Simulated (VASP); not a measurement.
# W (Im-3m) in VASP: a series of runs

Runs on W. Level: LDA. Tasks: single point.

Program: VASP 6.6.1. These are calculated values, not measurements. Logs are shortened: lines on timing, memory, paths and dates and some standing lists are left out, and cuts for length are marked.

## (1) The cell of the first run

Symmetry: Im-3m, No. 229, cubic system. The conventional cell has a = 3.093 Å, b = 3.093 Å, c = 3.093 Å, α = 90.00°, β = 90.00°, γ = 90.00°. W (site symmetry m-3m) has 14 W at 2.68 to 3.09 Å within 3.5 Å.

## (2) Single point, LDA

Contents of INCAR:

```
SYSTEM = W
ALGO = Normal
EDIFF = 1E-6
ENCUT = 520
GGA = CA
ISIF = 2
ISMEAR = -1
LASPH = .True.
LCHARG = .True.
LELF = .True.
LREAL = .False.
LVHAR = .True.
LWAVE = .False.
NBANDS = 13
NELM = 60
PREC = Accurate
SIGMA = 0.1
```

Contents of KPOINTS:

```
k-points
0
Gamma
  24 24 24
  0 0 0
```

Contents of POSCAR:

```
W
1.0
   -1.5462807378      1.5462807378      1.5462807378
    1.5462807378     -1.5462807378      1.5462807378
    1.5462807378      1.5462807378     -1.5462807378
W
1
Direct
    0.0000000000      0.0000000000      0.0000000000
```

Potentials or basis: VASP PAW LDA potentials, release 64 (W_sv).

Command:

```sh
cat potpaw_LDA.64/W_sv/POTCAR > POTCAR
mpirun -np 1 vasp_std > vasp.out
```

OUTCAR:

```text
SYSTEM = W
   EDIFF = 1E-6
   ENCUT = 520
   GGA = CA
   ISIF = 2
   ISMEAR = -1
   LASPH = .True.
   LREAL = .False.
   NELM = 60
   PREC = Accurate

 ion  position               nearest neighbor table
   1  0.000  0.000  0.000-

  LATTYP: Found a body centered cubic cell.
 ALAT       =     3.0925614756

  Lattice vectors:

 A1 = (  -1.5462807378,   1.5462807378,   1.5462807378)
 A2 = (   1.5462807378,  -1.5462807378,   1.5462807378)
 A3 = (   1.5462807378,   1.5462807378,  -1.5462807378)

Analysis of symmetry for initial positions (statically):
=====================================================================
 Subroutine PRICEL returns:
 Original cell was already a primitive cell.

 Routine SETGRP: Setting up the symmetry group for a
 body centered cubic supercell.

 Subroutine GETGRP returns: Found 48 space group operations
 (whereof 48 operations were pure point group operations)
 out of a pool of 48 trial point group operations.

The static configuration has the point symmetry O_h .

Analysis of symmetry for dynamics (positions and initial velocities):
=====================================================================
 Subroutine PRICEL returns:
 Original cell was already a primitive cell.

 Routine SETGRP: Setting up the symmetry group for a
 body centered cubic supercell.

 Subroutine GETGRP returns: Found 48 space group operations
 (whereof 48 operations were pure point group operations)
 out of a pool of 48 trial point group operations.

The dynamic configuration has the point symmetry O_h .

 Subroutine INISYM returns: Found 48 space group operations
 (whereof 48 operations are pure point group operations),
 and found     1 'primitive' translations

----------------------------------------------------------------------------------------

                                     Primitive cell

  volume of cell :      14.7885

  direct lattice vectors                    reciprocal lattice vectors
    -1.546280738  1.546280738  1.546280738     0.000000000  0.323356547  0.323356547
     1.546280738 -1.546280738  1.546280738     0.323356547  0.000000000  0.323356547
     1.546280738  1.546280738 -1.546280738     0.323356547  0.323356547  0.000000000

  length of vectors
     2.678236801  2.678236801  2.678236801     0.457295214  0.457295214  0.457295214

  position of ions in fractional coordinates (direct lattice)
     0.000000000  0.000000000  0.000000000

  ion indices of the primitive-cell ions
   primitive index   ion index
                 1           1

----------------------------------------------------------------------------------------

 KPOINTS: k-points

Automatic generation of k-mesh.
 Grid dimensions read from file:
 generate k-points for:   24   24   24

 Generating k-lattice:

  Cartesian coordinates                     Fractional coordinates (reciprocal lattice)
     0.000000000  0.013473189  0.013473189     0.041666667  0.000000000  0.000000000
     0.013473189  0.000000000  0.013473189     0.000000000  0.041666667  0.000000000
     0.013473189  0.013473189  0.000000000     0.000000000  0.000000000  0.041666667

  Length of vectors
     0.019053967  0.019053967  0.019053967

  Shift w.r.t. Gamma in fractional coordinates (k-lattice)
     0.000000000  0.000000000  0.000000000

 Subroutine IBZKPT returns following result:
 ===========================================

 Found    413 irreducible k-points:

 Following reciprocal coordinates:
            Coordinates               Weight
  0.000000  0.000000  0.000000      1.000000
  0.041667  0.000000  0.000000     12.000000
  0.083333  0.000000  0.000000     12.000000
  0.125000  0.000000  0.000000     12.000000
  0.166667  0.000000  0.000000     12.000000
  0.208333  0.000000  0.000000     12.000000
[... 16 lines left out ...]
  0.416667  0.041667  0.000000     48.000000
  0.458333  0.041667  0.000000     48.000000
 [... further k-points ...]
   k-points           NKPTS =    413   k-points in BZ     NKDIM =    413   number of bands    NBANDS=     13
   number of dos      NEDOS =    301   number of ions     NIONS =      1
   total plane-waves  NPLWV =   8000
   dimension x,y,z NGX =    20 NGY =   20 NGZ =   20
   dimension x,y,z NGXF=    40 NGYF=   40 NGZF=   40
   ions per type =               1
   NGX,Y,Z   is equivalent  to a cutoff of  12.41, 12.41, 12.41 a.u.
   NGXF,Y,Z  is equivalent  to a cutoff of  24.83, 24.83, 24.83 a.u.
 SYSTEM =  W
   PREC   = accura    normal or accurate (medium, high low for compatibility)
   ISTART =      0    job   : 0-new  1-cont  2-samecut
   ICHARG =      2    charge: 1-file 2-atom 10-const
   ISPIN  =      1    spin polarized calculation?
   LNONCOLLINEAR =      F non collinear calculations
   LSORBIT =      F    spin-orbit coupling
   LASPH  =      T    aspherical Exc in radial PAW
   ENCUT  =  520.0 eV  38.22 Ry    6.18 a.u.   4.98  4.98  4.98*2*pi/ulx,y,z
   NELM   =     60;   NELMIN=  2; NELMDL= -5     # of ELM steps
   EDIFF  = 0.1E-05   stopping-criterion for ELM
   LREAL  =      F    real-space projection
   EDIFFG = 0.1E-04   stopping-criterion for IOM
   NSW    =      0    number of steps for IOM
   IBRION =     -1    ionic relax: 0-MD 1-quasi-New 2-CG
   NFREE  =      0    steps in history (QN), initial steepest desc. (CG)
   ISIF   =      2    stress and relaxation
   ISYM   =      2    0-nonsym 1-usesym 2-fastsym
   POTIM  = 0.5000    time-step for ionic-motion
   TEBEG  =    0.0;   TEEND  =   0.0 temperature during run
   PSTRESS=    0.0 pullay stress
   NELECT =      14.0000    total number of electrons
   NUPDOWN=      -1.0000    fix difference up-down
   EMIN   =  10.00;   EMAX   =-10.00  energy-range for DOS
   EFERMI =   0.00;   METHOD = LEGACY
   ISMEAR =    -1;   SIGMA  =   0.10  broadening in eV -4-tet -1-fermi 0-gaus
   EFERMI_NEDOS =   21; number of points for ismear=-14 and -15
   IALGO  =     38    algorithm
   IMIX   =      4    mixing-type and parameters
     AMIX     =   0.40;   BMIX     =  1.00
     AMIX_MAG =   1.60;   BMIX_MAG =  1.00
  volume/ion in A,a.u.               =      14.79        99.80
  Fermi-wavevector in a.u.,A,eV,Ry     =   1.607469  3.037675 35.156846  2.583955
  Thomas-Fermi vector in A             =   2.703492
   LORBIT       =      0    0 simple, 1 ext, 2 COOP (PROOUT), +10 PAW based schemes
   GGA     = CA    functional components
   LHFCALC =     F    Hartree Fock is set to
   AEXX    =    0.0000 exact exchange contribution
   IVDW    =     0    specifies the selected vdW correction
   LEPSILON=     F    determine dielectric tensor
   LRPA    =     F    only Hartree local field effects (RPA)
 non-spin polarized calculation
  energy-cutoff  :      520.00
  volume of cell :       14.79
 maximum number of plane-waves:       420
   NGX =  9   NGY =  9   NGZ =  9

 number of electron      13.9999997 magnetization

 Free energy of the ion-electron system (eV)
  ---------------------------------------------------
  ext. energy  EPLUGINS =         0.00000000
  ---------------------------------------------------
  free energy    TOTEN  =       -14.07632785 eV

  energy without entropy =      -14.06170931  energy(sigma->0) =      -14.06901858

 E-fermi :  12.4199     XC(G=0): -14.2231

 val. band max:       12.4185550050   @ k =  -0.4583   0.4583   0.2083
 cond. band min:      12.4500673048   @ k =  -0.4583   0.5000   0.0417
 fundamental gap:      0.0315122998
 Fermi energy:        12.4199215179

 k-point     1 :       0.0000    0.0000    0.0000
  band No.  band energies     occupation
      1     -61.3078      2.00000
      2     -24.9954      2.00000
      3     -24.9954      2.00000
      4     -24.9954      2.00000
      5       2.4454      2.00000
      6      10.9754      2.00000
      7      10.9754      2.00000
      8      10.9754      2.00000
      9      14.7164      0.00000
     10      14.7164      0.00000
     11      27.0834      0.00000
     12      27.0834      0.00000
     13      27.0834      0.00000

 k-point     2 :       0.0417    0.0000    0.0000
  band No.  band energies     occupation
      1     -61.3046      2.00000
      2     -25.0262      2.00000
      3     -25.0048      2.00000
      4     -24.9956      2.00000
      5       2.5384      2.00000
      6      10.9178      2.00000
      7      10.9640      2.00000
      8      11.0649      2.00000
      9      14.6182      0.00000
     10      14.7162      0.00000
     11      27.1661      0.00000
     12      27.2389      0.00000
     13      27.3264      0.00000

 k-point     3 :       0.0833    0.0000    0.0000
  band No.  band energies     occupation
      1     -61.2953      2.00000
      2     -25.1159      2.00000
      3     -25.0323      2.00000
      4     -24.9962      2.00000
      5       2.8106      2.00000
      6      10.7532      2.00000
      7      10.9194      2.00000
      8      11.3318      1.99996
      9      14.3760      0.00000
     10      14.7183      0.00000
     11      27.3956      0.00000
     12      27.6969      0.00000
     13      27.9969      0.00000
[... 305 lines left out ...]
 k-point    23 :       0.4167    0.0417    0.0000
  band No.  band energies     occupation
      1     -61.1262      2.00000
      2     -26.5714      2.00000
      3     -25.5115      2.00000
      4     -25.0201      2.00000
      5       5.7466      2.00000
      6       8.5188      2.00000
      7      12.6612      0.16445
      8      14.7340      0.00000
      9      15.7157      0.00000
     10      18.6558      0.00000
     11      24.5112      0.00000
     12      25.1159      0.00000
     13      30.9478      0.00000

 k-point    24 :       0.4583    0.0417    0.0000
  band No.  band energies     occupation
      1     -61.1199      2.00000
      2     -26.6211      2.00000
      3     -25.5291      2.00000
      4     -25.0206      2.00000
      5       5.7108      2.00000
      6       8.4519      2.00000
      7      13.1820      0.00098
      8      14.6526      0.00000
      9      15.8301      0.00000
     10      19.1777      0.00000
     11      24.2517      0.00000
     12      24.6178      0.00000
     13      30.2561      0.00000

 [... further k-points ...]

------------------------ aborting loop because EDIFF is reached ----------------------------------------

  FORCE on cell =-STRESS in cart. coord.  units (eV):
  Direction    XX          YY          ZZ          XY          YZ          ZX
  --------------------------------------------------------------------------------------
  -------------------------------------------------------------------------------------
  Total        1.6021207      1.6021207      1.6021207     -0.0000000     -0.0000000      0.0000000
  in kB      173.5724431    173.5724431    173.5724431     -0.0000000     -0.0000000      0.0000000
  external PRESSURE =     173.5724431 kB  Pullay stress =       0.0000000 kB

 VOLUME and BASIS-vectors are now :
 -----------------------------------------------------------------------------
  energy-cutoff  :      520.00
  volume of cell :       14.79
      direct lattice vectors                 reciprocal lattice vectors
    -1.546280738  1.546280738  1.546280738     0.000000000  0.323356547  0.323356547
     1.546280738 -1.546280738  1.546280738     0.323356547  0.000000000  0.323356547
     1.546280738  1.546280738 -1.546280738     0.323356547  0.323356547  0.000000000

 POSITION                                       TOTAL-FORCE (eV/Angst)
 -----------------------------------------------------------------------------------
      0.00000      0.00000      0.00000        -0.000000      0.000000      0.000000
 -----------------------------------------------------------------------------------
    total drift:                                0.000000     -0.000000     -0.000000

  FREE ENERGIE OF THE ION-ELECTRON SYSTEM (eV)
  ---------------------------------------------------
  free  energy   TOTEN  =       -14.0763278492 eV

  energy  without entropy=      -14.0617093126  energy(sigma->0) =      -14.06901858
```

Wall time 57 s (1 thread of Intel Xeon Platinum 8259CL at 2.50GHz (Skylake/Cascade Lake), shared host); peak memory 0.18 GiB.

Results:

```
Free energy            : -14.0763 eV
Pressure               : 17.4 GPa
Band gap on the k mesh : zero (band 7 reaches 18.03 eV, above the bottom of band 8 at 10.98 eV)
```

Caveat: spin-orbit coupling is left out, which moves the levels of the heavy elements.

## (3) Single point, LDA

This run uses another cell than the first one, of 14.98 Å³/atom, 1.013 times its volume.

Contents of INCAR:

```
SYSTEM = W
PREC = Accurate
ENCUT = 520
EDIFF = 1E-6
ISMEAR = -1
SIGMA = 0.1
LREAL = .False.
LASPH = .True.
NELM = 80
ALGO = Normal
ISIF = 2
LWAVE = .False.
LCHARG = .False.
NBANDS = 13
```

Contents of KPOINTS:

```
Automatic mesh
0
Gamma
  24 24 24
  0 0 0
```

Contents of POSCAR:

```
W
1.0
   -1.5529405821      1.5529405821      1.5529405821
    1.5529405821     -1.5529405821      1.5529405821
    1.5529405821      1.5529405821     -1.5529405821
W
1
Direct
    0.0000000000      0.0000000000      0.0000000000
```

Potentials or basis: VASP PAW LDA potentials, release 64 (W_sv).

Command:

```sh
cat potpaw_LDA.64/W_sv/POTCAR > POTCAR
mpirun -np 1 vasp_std > vasp.out
```

Run time: 67 s. Hardware: 1 thread of Intel Xeon Platinum 8259CL at 2.50GHz (Skylake/Cascade Lake), shared host; peak memory 0.18 GiB.

Results (log left out):

```
Free energy            : -14.0941 eV
Pressure               : 12.2 GPa
Band gap on the k mesh : zero (band 7 reaches 17.73 eV, above the bottom of band 8 at 10.80 eV)
```

Levels at points of the mesh, in eV from the Fermi level:
```tsv
k point	band 4	band 5	band 6	band 7	band 8	band 9	band 10	band 11
(0.00, 0.00, 0.00)	-37.45	-9.90	-1.41	-1.41	-1.41	2.27	2.27	14.64
(0.50, 0.00, 0.00)	-37.46	-6.69	-3.92	1.00	2.21	3.24	6.61	11.65
(0.50, 0.50, 0.50)	-38.54	-6.37	-6.37	5.51	5.51	5.51	8.78	8.78
```

Caveat: spin-orbit coupling is left out, which moves the levels of the heavy elements.

## (4) Single point, LDA

This run uses another cell than the first one, of 15.10 Å³/atom, 1.021 times its volume.

Contents of INCAR:

```
ALGO = Normal
EDIFF = 1E-6
ENCUT = 520
ISIF = 2
ISMEAR = -1
LASPH = T
LCHARG = F
LREAL = F
LWAVE = F
NBANDS = 13
NELM = 80
PREC = Accurate
SIGMA = 0.1
```

Contents of KPOINTS:

```
k-points
0
Gamma
  24 24 24
```

Contents of POSCAR:

```
W
1.0
   -1.5571300609      1.5571300609      1.5571300609
    1.5571300609     -1.5571300609      1.5571300609
    1.5571300609      1.5571300609     -1.5571300609
W
1
Direct
    0.0000000000      0.0000000000      0.0000000000
```

Potentials or basis: VASP PAW LDA potentials, release 64 (W_sv).

Command:

```sh
cat potpaw_LDA.64/W_sv/POTCAR > POTCAR
mpirun -np 1 vasp_std > vasp.out
```

OUTCAR:

```text
EDIFF = 1E-6
   ENCUT = 520
   ISIF = 2
   ISMEAR = -1
   LASPH = T
   LREAL = F
   NELM = 80
   PREC = Accurate

 ion  position               nearest neighbor table
   1  0.000  0.000  0.000-

  LATTYP: Found a body centered cubic cell.
 ALAT       =     3.1142601218

  Lattice vectors:

 A1 = (  -1.5571300609,   1.5571300609,   1.5571300609)
 A2 = (   1.5571300609,  -1.5571300609,   1.5571300609)
 A3 = (   1.5571300609,   1.5571300609,  -1.5571300609)

Analysis of symmetry for initial positions (statically):
[... 560 lines left out ...]

 [... further k-points ...]

------------------------ aborting loop because EDIFF is reached ----------------------------------------

  FORCE on cell =-STRESS in cart. coord.  units (eV):
  Direction    XX          YY          ZZ          XY          YZ          ZX
  --------------------------------------------------------------------------------------
  -------------------------------------------------------------------------------------
  Total        0.8639580      0.8639580      0.8639580      0.0000000     -0.0000000      0.0000000
  in kB       91.6576153     91.6576153     91.6576153      0.0000000     -0.0000000      0.0000000
  external PRESSURE =      91.6576153 kB  Pullay stress =       0.0000000 kB

 VOLUME and BASIS-vectors are now :
 -----------------------------------------------------------------------------
  energy-cutoff  :      520.00
  volume of cell :       15.10
      direct lattice vectors                 reciprocal lattice vectors
    -1.557130061  1.557130061  1.557130061     0.000000000  0.321103556  0.321103556
     1.557130061 -1.557130061  1.557130061     0.321103556  0.000000000  0.321103556
     1.557130061  1.557130061 -1.557130061     0.321103556  0.321103556  0.000000000

 POSITION                                       TOTAL-FORCE (eV/Angst)
 -----------------------------------------------------------------------------------
      0.00000      0.00000      0.00000        -0.000000     -0.000000      0.000000
 -----------------------------------------------------------------------------------
    total drift:                                0.000000      0.000000      0.000000

  FREE ENERGIE OF THE ION-ELECTRON SYSTEM (eV)
  ---------------------------------------------------
  free  energy   TOTEN  =       -14.1023446985 eV

  energy  without entropy=      -14.0875280259  energy(sigma->0) =      -14.09493636
```

OSZICAR:

```text
N       E                     dE             d eps       ncg     rms          rms(c)
DAV:   1     0.828389963601E+02    0.82839E+02   -0.74732E+03 10806   0.123E+03
DAV:   2    -0.131235458970E+02   -0.95963E+02   -0.92121E+02 11978   0.317E+02
DAV:   3    -0.147393928691E+02   -0.16158E+01   -0.16095E+01 11763   0.397E+01
DAV:   4    -0.147454270210E+02   -0.60342E-02   -0.60337E-02 11928   0.267E+00
DAV:   5    -0.147454720743E+02   -0.45053E-04   -0.45052E-04 12058   0.219E-01    0.231E+01
DAV:   6    -0.142434362114E+02    0.50204E+00   -0.37372E-01 11233   0.807E+00    0.949E+00
DAV:   7    -0.141077627615E+02    0.13567E+00   -0.18987E-01 11963   0.542E+00    0.477E-01
DAV:   8    -0.141023650499E+02    0.53977E-02   -0.44661E-03 10943   0.920E-01    0.613E-02
DAV:   9    -0.141023429082E+02    0.22142E-04   -0.57296E-05 12408   0.881E-02    0.481E-02
DAV:  10    -0.141023446984E+02   -0.17901E-05   -0.76101E-06 11873   0.386E-02    0.248E-03
DAV:  11    -0.141023446985E+02   -0.11300E-09   -0.14148E-07  6329   0.451E-03
   1 F= -.14102345E+02 E0= -.14094936E+02  d E =-.148167E-01
```

stdout:

```text
POSCAR found type information on POSCAR W
 POSCAR found :  1 types and       1 ions
 scaLAPACK will be used
 LDA part: xc-table for (Slater(with rela. corr.)+CA(PZ))
 , standard interpolation
 POSCAR, INCAR and KPOINTS ok, starting setup
 FFT: planning ... GRIDC
 FFT: planning ... GRID_SOFT
 FFT: planning ... GRID
 WAVECAR not read
 entering main loop
```

Run time: 70 s. Hardware: 1 thread of Intel Xeon Platinum 8259CL at 2.50GHz (Skylake/Cascade Lake), shared host; peak memory 0.18 GiB.

Results:

```
Free energy            : -14.1023 eV
Pressure               : 9.2 GPa
Band gap on the k mesh : zero (band 7 reaches 17.55 eV, above the bottom of band 8 at 10.69 eV)
```

Levels at points of the mesh, in eV from the Fermi level:
```
           k point  band 4  band 5  band 6  band 7  band 8  band 9  band 10  band 11
(0.00, 0.00, 0.00)  -37.47   -9.86   -1.40   -1.40   -1.40    2.25     2.25    14.63
(0.50, 0.00, 0.00)  -37.48   -6.63   -3.88    0.97    2.19    3.21     6.53    11.64
(0.50, 0.50, 0.50)  -38.53   -6.30   -6.30    5.46    5.46    5.46     8.71     8.71
```

Caveat: spin-orbit coupling is left out, which moves the levels of the heavy elements.

(Continued in part 2 of 2.)
